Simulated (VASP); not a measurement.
# Rh (C2/c) in VASP: further runs

Rh is run at these levels: BLYP; tasks: single point.

Everything below comes from runs of VASP 6.6.1. Logs are shortened: lines on timing, memory, paths and dates and some standing lists are left out, and cuts for length are marked.

## (1) The cell of the first run

The typed cell holds 2 atoms: a = 4.290 Å, b = 4.290 Å, c = 2.729 Å, α = 90.01°, β = 90.01°, γ = 143.21°.

## (2) Single point, BLYP (volume scaled by 0.96)

File INCAR:

```
PREC     = Accurate       # precision mode
ENCUT    = 520            # plane-wave cutoff, eV
EDIFF    = 1E-6           # SCF threshold, eV
ISMEAR   = -1             # smearing method
SIGMA    = 0.1            # smearing width, eV
LREAL    = False          # projectors in reciprocal space
LASPH    = True           # aspherical terms in the spheres
NELM     = 60             # most SCF steps
ALGO     = Normal         # electronic algorithm
ISIF     = 2              # what is computed and relaxed
LWAVE    = False          # write WAVECAR
LCHARG   = True           # write CHGCAR
GGA      = B5             # functional
ALDAX    = 1.0          
AGGAX    = 1.0          
AGGAC    = 1.0          
ALDAC    = 0.0          
LELF     = True           # ELF
LVHAR    = True         
NBANDS   = 22             # bands
```

File KPOINTS:

```
regular mesh
0
Gamma
  14 14 13
```

File POSCAR:

```
Rh
1.0
   -2.6756307108      3.0814278956      1.3229130099
    3.0814278956     -2.6756307108      1.3229130099
    1.8853176041      1.8853176041     -0.5796947228
Rh
2
Direct
    0.0101195011      0.9898804989      0.0000000000
    0.7398804989      0.2601195011      0.5000000000
```

Potentials or basis: VASP PAW PBE potentials, release 64 (Rh_pv).

Run with:

```console
$ cat potpaw_PBE.64/Rh_pv/POTCAR > POTCAR
$ mpirun -np 1 vasp_std > vasp.out
```

OUTCAR:

```text
PREC = Accurate
   ENCUT = 520
   EDIFF = 1E-6
   ISMEAR = -1
   LREAL = False
   LASPH = True
   NELM = 60
   ISIF = 2
   GGA = B5

 ion  position               nearest neighbor table
   1  0.010  0.990  0.000-   2 2.59   2 2.59   2 2.68   2 2.68   2 2.68   2 2.68
   2  0.740  0.260  0.500-   1 2.59   1 2.59   1 2.68   1 2.68   1 2.68   1 2.68

  LATTYP: Found a base centered monoclinic cell.
 ALAT       =     2.7073488947
 B/A-ratio  =     3.0072630744
 C/A-ratio  =     1.0078245713
 COS(beta)  =    -0.0004952192

  Lattice vectors:

 A1 = (  -2.6756307108,   3.0814278956,   1.3229130099)
 A2 = (   3.0814278956,  -2.6756307108,   1.3229130099)
 A3 = (   1.8853176041,   1.8853176041,  -0.5796947228)

Analysis of symmetry for initial positions (statically):
=====================================================================
 Subroutine PRICEL returns:
 Original cell was already a primitive cell.

 Routine SETGRP: Setting up the symmetry group for a
 base centered monoclinic supercell.

 Subroutine GETGRP returns: Found  4 space group operations
 (whereof  2 operations were pure point group operations)
 out of a pool of  4 trial point group operations.

The static configuration has the point symmetry C_2 .
 The point group associated with its full space group is C_2h.

Analysis of symmetry for dynamics (positions and initial velocities):
=====================================================================
 Subroutine PRICEL returns:
 Original cell was already a primitive cell.

 Routine SETGRP: Setting up the symmetry group for a
 base centered monoclinic supercell.

 Subroutine GETGRP returns: Found  4 space group operations
 (whereof  2 operations were pure point group operations)
 out of a pool of  4 trial point group operations.

The dynamic configuration has the point symmetry C_2 .
 The point group associated with its full space group is C_2h.

 Subroutine INISYM returns: Found  4 space group operations
 (whereof  2 operations are pure point group operations),
 and found     1 'primitive' translations

----------------------------------------------------------------------------------------

                                     Primitive cell

  volume of cell :      30.0718

  direct lattice vectors                    reciprocal lattice vectors
    -2.675630711  3.081427896  1.322913010    -0.031360381  0.142339431  0.360932657
     3.081427896 -2.675630711  1.322913010     0.142339431 -0.031360381  0.360932657
     1.885317604  1.885317604 -0.579694723     0.253263697  0.253263697 -0.077687418

  length of vectors
     4.290022891  4.290022891  2.728532739     0.389251037  0.389251037  0.366497388

  position of ions in fractional coordinates (direct lattice)
     0.010119501  0.989880499  0.000000000
     0.739880499  0.260119501  0.500000000

  ion indices of the primitive-cell ions
   primitive index   ion index
                 1           1
                 2           2

----------------------------------------------------------------------------------------

 KPOINTS: regular mesh

Automatic generation of k-mesh.
 Grid dimensions read from file:
 generate k-points for:   14   14   13

 Generating k-lattice:

  Cartesian coordinates                     Fractional coordinates (reciprocal lattice)
    -0.002240027  0.010167102  0.025780904     0.071428571  0.000000000  0.000000000
     0.010167102 -0.002240027  0.025780904     0.000000000  0.071428571  0.000000000
     0.019481823  0.019481823 -0.005975955    -0.000000000 -0.000000000  0.076923077

  Length of vectors
     0.027803645  0.027803645  0.028192107

  Shift w.r.t. Gamma in fractional coordinates (k-lattice)
     0.000000000  0.000000000  0.000000000

 Subroutine IBZKPT returns following result:
 ===========================================

 Found    687 irreducible k-points:

 Following reciprocal coordinates:
            Coordinates               Weight
  0.000000  0.000000  0.000000      1.000000
  0.071429  0.000000 -0.000000      4.000000
  0.142857 -0.000000  0.000000      4.000000
  0.214286  0.000000 -0.000000      4.000000
  0.285714  0.000000  0.000000      4.000000
  0.357143 -0.000000  0.000000      4.000000
[... 16 lines left out ...]
  0.214286  0.142857  0.000000      4.000000
  0.285714  0.142857  0.000000      4.000000
 [... further k-points ...]
   k-points           NKPTS =    687   k-points in BZ     NKDIM =    687   number of bands    NBANDS=     22
   number of dos      NEDOS =    301   number of ions     NIONS =      2
   total plane-waves  NPLWV =  20480
   dimension x,y,z NGX =    32 NGY =   32 NGZ =   20
   dimension x,y,z NGXF=    64 NGYF=   64 NGZF=   40
   ions per type =               2
   NGX,Y,Z   is equivalent  to a cutoff of  12.40, 12.40, 12.19 a.u.
   NGXF,Y,Z  is equivalent  to a cutoff of  24.80, 24.80, 24.37 a.u.
 SYSTEM =  unknown system
   PREC   = accura    normal or accurate (medium, high low for compatibility)
   ISTART =      0    job   : 0-new  1-cont  2-samecut
   ICHARG =      2    charge: 1-file 2-atom 10-const
   ISPIN  =      1    spin polarized calculation?
   LNONCOLLINEAR =      F non collinear calculations
   LSORBIT =      F    spin-orbit coupling
   LASPH  =      T    aspherical Exc in radial PAW
   ENCUT  =  520.0 eV  38.22 Ry    6.18 a.u.   7.98  7.98  5.07*2*pi/ulx,y,z
   NELM   =     60;   NELMIN=  2; NELMDL= -5     # of ELM steps
   EDIFF  = 0.1E-05   stopping-criterion for ELM
   LREAL  =      F    real-space projection
   EDIFFG = 0.1E-04   stopping-criterion for IOM
   NSW    =      0    number of steps for IOM
   IBRION =     -1    ionic relax: 0-MD 1-quasi-New 2-CG
   NFREE  =      0    steps in history (QN), initial steepest desc. (CG)
   ISIF   =      2    stress and relaxation
   ISYM   =      2    0-nonsym 1-usesym 2-fastsym
   POTIM  = 0.5000    time-step for ionic-motion
   TEBEG  =    0.0;   TEEND  =   0.0 temperature during run
   PSTRESS=    0.0 pullay stress
   NELECT =      30.0000    total number of electrons
   NUPDOWN=      -1.0000    fix difference up-down
   EMIN   =  10.00;   EMAX   =-10.00  energy-range for DOS
   EFERMI =   0.00;   METHOD = LEGACY
   ISMEAR =    -1;   SIGMA  =   0.10  broadening in eV -4-tet -1-fermi 0-gaus
   EFERMI_NEDOS =   21; number of points for ismear=-14 and -15
   IALGO  =     38    algorithm
   IMIX   =      4    mixing-type and parameters
     AMIX     =   0.40;   BMIX     =  1.00
     AMIX_MAG =   1.60;   BMIX_MAG =  1.00
  volume/ion in A,a.u.               =      15.04       101.47
  Fermi-wavevector in a.u.,A,eV,Ry     =   1.635795  3.091205 36.406820  2.675826
  Thomas-Fermi vector in A             =   2.727209
   LORBIT       =      0    0 simple, 1 ext, 2 COOP (PROOUT), +10 PAW based schemes
   GGA     = B5    functional components
   LHFCALC =     F    Hartree Fock is set to
   AEXX    =    0.0000 exact exchange contribution
   IVDW    =     0    specifies the selected vdW correction
   LEPSILON=     F    determine dielectric tensor
   LRPA    =     F    only Hartree local field effects (RPA)
 non-spin polarized calculation
  energy-cutoff  :      520.00
  volume of cell :       30.07
 maximum number of plane-waves:       844
   NGX = 15   NGY = 15   NGZ = 11

 number of electron      30.0000010 magnetization

 Free energy of the ion-electron system (eV)
  ---------------------------------------------------
  ext. energy  EPLUGINS =         0.00000000
  ---------------------------------------------------
  free energy    TOTEN  =       -12.05985820 eV

  energy without entropy =      -11.96818755  energy(sigma->0) =      -12.01402288

 E-fermi :  10.9110     XC(G=0): -12.7507

 val. band max:       10.9106499350   @ k =   0.4286   0.3571   0.3846
 cond. band min:      10.9111074278   @ k =  -0.3571  -0.4286   0.3846
 fundamental gap:      0.0004574928
 Fermi energy:        10.9109694747

 k-point     1 :       0.0000    0.0000    0.0000
  band No.  band energies     occupation
      1     -35.9151      2.00000
      2     -35.3882      2.00000
      3     -35.2561      2.00000
      4     -35.1785      2.00000
      5     -35.1618      2.00000
      6     -35.1256      2.00000
[... 14 lines left out ...]
     21      28.4752      0.00000
     22      28.9562      0.00000

 k-point     2 :       0.0714    0.0000   -0.0000
  band No.  band energies     occupation
      1     -35.9083      2.00000
      2     -35.3840      2.00000
      3     -35.2842      2.00000
      4     -35.1799      2.00000
      5     -35.1727      2.00000
      6     -35.1268      2.00000
[... 14 lines left out ...]
     21      27.5864      0.00000
     22      28.2938      0.00000

 k-point     3 :       0.1429   -0.0000    0.0000
  band No.  band energies     occupation
      1     -35.8891      2.00000
      2     -35.3719      2.00000
      3     -35.3493      2.00000
      4     -35.2295      2.00000
      5     -35.1706      2.00000
      6     -35.1304      2.00000
[... 14 lines left out ...]
     21      25.5506      0.00000
     22      26.7671      0.00000

 k-point     4 :       0.2143    0.0000   -0.0000
  band No.  band energies     occupation
      1     -35.8617      2.00000
      2     -35.4329      2.00000
      3     -35.3535      2.00000
      4     -35.2975      2.00000
      5     -35.1804      2.00000
      6     -35.1366      2.00000
[... 14 lines left out ...]
     21      25.3201      0.00000
     22      26.7742      0.00000

 k-point     5 :       0.2857    0.0000    0.0000
  band No.  band energies     occupation
      1     -35.8330      2.00000
      2     -35.5210      2.00000
      3     -35.3658      2.00000
      4     -35.3312      2.00000
      5     -35.2000      2.00000
      6     -35.1454      2.00000
[... 417 lines left out ...]
 k-point    22 :       0.1429    0.1429    0.0000
  band No.  band energies     occupation
      1     -35.8585      2.00000
      2     -35.4989      2.00000
      3     -35.3867      2.00000
      4     -35.3412      2.00000
      5     -35.1742      2.00000
      6     -35.1352      2.00000
[... 14 lines left out ...]
     21      22.9450      0.00000
     22      27.8891      0.00000

 k-point    23 :       0.2143    0.1429    0.0000
  band No.  band energies     occupation
      1     -35.8404      2.00000
      2     -35.5675      2.00000
      3     -35.4483      2.00000
      4     -35.3203      2.00000
      5     -35.1934      2.00000
      6     -35.1438      2.00000
[... 14 lines left out ...]
     21      22.7190      0.00000
     22      28.6707      0.00000

 k-point    24 :       0.2857    0.1429    0.0000
  band No.  band energies     occupation
      1     -35.8254      2.00000
      2     -35.6178      2.00000
      3     -35.4774      2.00000
      4     -35.2996      2.00000
      5     -35.2195      2.00000
      6     -35.1562      2.00000
[... 14 lines left out ...]
     21      23.8187      0.00000
     22      28.1732      0.00000

 [... further k-points ...]

------------------------ aborting loop because EDIFF is reached ----------------------------------------

  FORCE on cell =-STRESS in cart. coord.  units (eV):
  Direction    XX          YY          ZZ          XY          YZ          ZX
  --------------------------------------------------------------------------------------
  -------------------------------------------------------------------------------------
  Total        1.8246655      1.8246655      1.5067695     -0.1575813     -0.0225280     -0.0225280
  in kB       97.2153516     97.2153516     80.2783438     -8.3956856     -1.2002552     -1.2002583
  external PRESSURE =      91.5696824 kB  Pullay stress =       0.0000000 kB

 VOLUME and BASIS-vectors are now :
 -----------------------------------------------------------------------------
  energy-cutoff  :      520.00
  volume of cell :       30.07
      direct lattice vectors                 reciprocal lattice vectors
    -2.675630711  3.081427896  1.322913010    -0.031360381  0.142339431  0.360932657
     3.081427896 -2.675630711  1.322913010     0.142339431 -0.031360381  0.360932657
     1.885317604  1.885317604 -0.579694723     0.253263697  0.253263697 -0.077687418

 POSITION                                       TOTAL-FORCE (eV/Angst)
 -----------------------------------------------------------------------------------
      3.02317     -2.61737      1.32291         0.062900     -0.062900      0.000000
     -0.23545      2.52656      1.03307        -0.062900      0.062900     -0.000000
 -----------------------------------------------------------------------------------
    total drift:                                0.000000     -0.000000     -0.000000

  FREE ENERGIE OF THE ION-ELECTRON SYSTEM (eV)
  ---------------------------------------------------
  free  energy   TOTEN  =       -12.0598581984 eV

  energy  without entropy=      -11.9681875540  energy(sigma->0) =      -12.01402288
```

Run time: 2 min. Hardware: 1 thread of Intel Xeon 6975P-C (Granite Rapids), shared host; peak memory 0.44 GiB.

What came out:

```yaml
Free_energy: -12.0599 eV
Pressure: 9.2 GPa
Largest_force: 0.089 eV/Å
Band_gap_on_the_k_mesh: zero (band 15 reaches 11.91 eV, above the bottom of band 16 at 10.05 eV)
```

Forces in eV/Å, atoms in the order of the input:
```
Rh   0.063 -0.063  0.000
Rh  -0.063  0.063  0.000
```

Caveat: the cell differs from its parent crystal (volume scaled by 0.96); the PAW data sets were made with another functional, which shifts forces and pressure a little.

## (3) Single point, BLYP

This run uses another cell than the first one, of 15.66 Å³/atom, 1.042 times its volume.

File INCAR:

```
PREC = Accurate
ENCUT = 520
EDIFF = 1E-6
ISMEAR = -1
SIGMA = 0.1
LREAL = False
LASPH = True
NELM = 100
ALGO = Normal
ISIF = 2
LWAVE = False
LCHARG = False
GGA = B5
ALDAX = 1.0
AGGAX = 1.0
AGGAC = 1.0
ALDAC = 0.0
NBANDS = 22
```

KPOINTS is that of step 2.

File POSCAR:

```
Rh
1.0
   -2.7122877415      3.1236444826      1.3410373582
    3.1236444826     -2.7122877415      1.3410373582
    1.9111470824      1.9111470824     -0.5876367333
Rh
2
Direct
    0.0101195011      0.9898804989      0.0000000000
    0.7398804989      0.2601195011      0.5000000000
```

Potentials or basis: VASP PAW PBE potentials, release 64 (Rh_pv).

Run with:

```console
$ cat potpaw_PBE.64/Rh_pv/POTCAR > POTCAR
$ mpirun -np 1 vasp_std > vasp.out
```

It took 2.4 min on 1 thread of Intel Xeon 6975P-C (Granite Rapids), shared host; peak memory 0.45 GiB.

It converged, with:

| Quantity | Value |
| --- | --- |
| Free energy | -12.0963 eV |
| Pressure | 0.3 GPa |
| Largest force | 0.020 eV/Å |
| Band gap on the k mesh | zero (band 15 reaches 11.16 eV, above the bottom of band 16 at 9.43 eV) |

Forces on the atoms (eV/Å):
```
Rh   0.014 -0.014  0.000
Rh  -0.014  0.014  0.000
```

Stress tensor (GPa, compression positive):
```
 0.41 -0.48  0.06
-0.48  0.41  0.06
 0.06  0.06  0.21
```

Levels at points of the mesh, in eV from the Fermi level:
```csv
k point,band 12,band 13,band 14,band 15,band 16,band 17,band 18,band 19
"(0.00, 0.00, 0.00)",-1.49,-1.47,-0.75,-0.36,0.12,1.09,2.91,9.72
"(0.50, 0.00, 0.00)",-2.13,-1.31,-1.25,-0.66,0.51,2.19,4.24,4.83
"(0.50, 0.50, 0.00)",-2.42,-1.36,-1.21,-0.97,-0.65,0.46,0.70,13.48
```

Caveat: the PAW data sets were made with another functional, which shifts forces and pressure a little.

(Part 1 of 2 ends here.)
